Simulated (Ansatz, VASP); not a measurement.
Given: the input of a run of VASP 6.6.1 on MnS.

Contents of INCAR:

```
  PREC = Accurate
  ENCUT = 520
  EDIFF = 1E-7
  ISMEAR = -1
  SIGMA = 0.05
  LREAL = F
  LASPH = T
  NELM = 150
  ALGO = Normal
  ISIF = 2
  LWAVE = F
  LCHARG = F
  ISPIN = 2
  MAGMOM = 4 0
  LORBIT = 11
  LMAXMIX = 4
  GGA = PS
  NBANDS = 20
```

Contents of KPOINTS:

```
regular mesh
0
Gamma
  9 9 9
```

Contents of POSCAR:

```
MnS
1.0
    0.0000000000      2.5870196075      2.5870196075
    2.5870196075      0.0000000000      2.5870196075
    2.5870196075      2.5870196075      0.0000000000
Mn S
1 1
Direct
    0.0000000000      0.0000000000      0.0000000000
    0.5000000000      0.5000000000      0.5000000000
```

Potentials or basis: VASP PAW PBE potentials, release 64 (Mn_pv, S).

Command:

```console
$ cat potpaw_PBE.64/Mn_pv/POTCAR potpaw_PBE.64/S/POTCAR > POTCAR
$ mpirun -np 1 vasp_std > vasp.out
```

Set up the same calculation for Ansatz 0.2.0. Potentials there: all-electron LAPW, scalar-relativistic.

As run (the cutoff follows the program's own potentials):

input.yaml

```yaml
crystal:
  lattice:
    - [0.0, 2.5870196075, 2.5870196075]
    - [2.5870196075, 0.0, 2.5870196075]
    - [2.5870196075, 2.5870196075, 0.0]
  atoms:
    - { symbol: Mn, position: [0.0, 0.0, 0.0], spin: 4.0 }
    - { symbol: S, position: [0.5, 0.5, 0.5] }
kpoints:
  mp_grid: { grid: [9, 9, 9] }
scf:
  occupations: { method: fermi_dirac, width: 0.05 }
hamiltonian:
  xc: pbesol
  pseudopotentials: { kind: all_electron, lapw: { basis_error: 0.0005 } }
magnetization:
  spin_polarized: true
output:
  forces: true
  stress: true
  eigenvalues: true
```

Potentials or basis: all-electron LAPW, scalar-relativistic.

Command:

```bash
$ ansatz run input.yaml --threads 2 --pin off --max-ram 6144MiB --backend cpu --events-out ev --progress --plain --runs-dir out
```

Both were run:

|  | VASP | Ansatz | Ansatz less VASP |
| --- | --- | --- | --- |
| gap on the k mesh at the Fermi level (eV) | none | none | - |
| pressure (GPa) | -6.3 | -6.4 | -0.09 |
| net moment per atom (μB) | 2.32 | 2.32 | 0.000 |
| size of the moment on the site where the two differ most (μB) | 4.19 | 4.36 | +0.168 |

VASP's potentials were made for PBE, not for PBEsol. Site moments also hang on the region over which each program counts them. A gap of «none» marks a metal or a gap that the smearing closes. Ansatz ran all-electron here, and VASP with PAW potentials.
